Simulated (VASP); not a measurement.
A run of VASP 6.6.1 is set up as follows.

Contents of INCAR:

```
PREC = Accurate
ENCUT = 520
EDIFF = 1E-6
ISMEAR = 0
SIGMA = 0.1
LREAL = False
LASPH = True
NELM = 60
ALGO = Normal
ISIF = 2
LWAVE = False
LCHARG = True
LDIPOL = True
IDIPOL = 3
DIPOL = 0.5 0.5 0.501
GGA = PS
LELF = True
LVHAR = True
LVACPOTAV = True
NBANDS = 66
```

Contents of KPOINTS:

```
regular mesh
0
Gamma
  6 12 1
```

The input POSCAR:

```
WC
1.0
    5.7968273287      0.0000000000      0.0000000000
   -1.4492068322      2.5100998640      0.0000000000
    0.0000000000      0.0000000000     22.0690297764
C W
6 6
Direct
    0.3333333333      0.3333333333      0.3398427605
    0.8333333333      0.3333333333      0.3398427605
    0.3333329195      0.3333329195      0.4713064474
    0.8333329195      0.3333329195      0.4713064474
    0.3333309016      0.3333309016      0.5992654261
    0.8333309016      0.3333309016      0.5992654261
    0.0000000000      0.0000000000      0.4039056563
    0.5000000000      0.0000000000      0.4039056563
   -0.0000012697     -0.0000012697      0.5335796863
    0.4999987303     -0.0000012697      0.5335796863
   -0.0000021055     -0.0000021055      0.6603424444
    0.4999978945     -0.0000021055      0.6603424444
```

Potentials or basis: VASP PAW PBE potentials, release 64 (C, W_sv).

Command:

```console
$ cat potpaw_PBE.64/C/POTCAR potpaw_PBE.64/W_sv/POTCAR > POTCAR
$ mpirun -np 1 vasp_std > vasp.out
```

Predict the band gap on the k mesh.

zero (band 54 reaches 1.26 eV, above the bottom of band 55 at 0.56 eV).

Estimate the largest force.

5.096 eV/Å.

Forces in eV/Å, atoms in the order of the input:
```
C    0.000  0.000  5.032
C    0.000  0.000  5.032
C    0.000  0.000 -0.014
C    0.000  0.000 -0.014
C    0.000  0.000  0.011
C    0.000  0.000  0.011
W    0.000  0.000 -5.096
W    0.000  0.000 -5.096
W    0.000  0.000  0.001
W    0.000  0.000  0.001
W    0.000  0.000  0.067
W    0.000  0.000  0.067
```

Caveat: the PAW data sets were made with another functional, which shifts forces and pressure a little; spin-orbit coupling is left out, which moves the levels of the heavy elements.
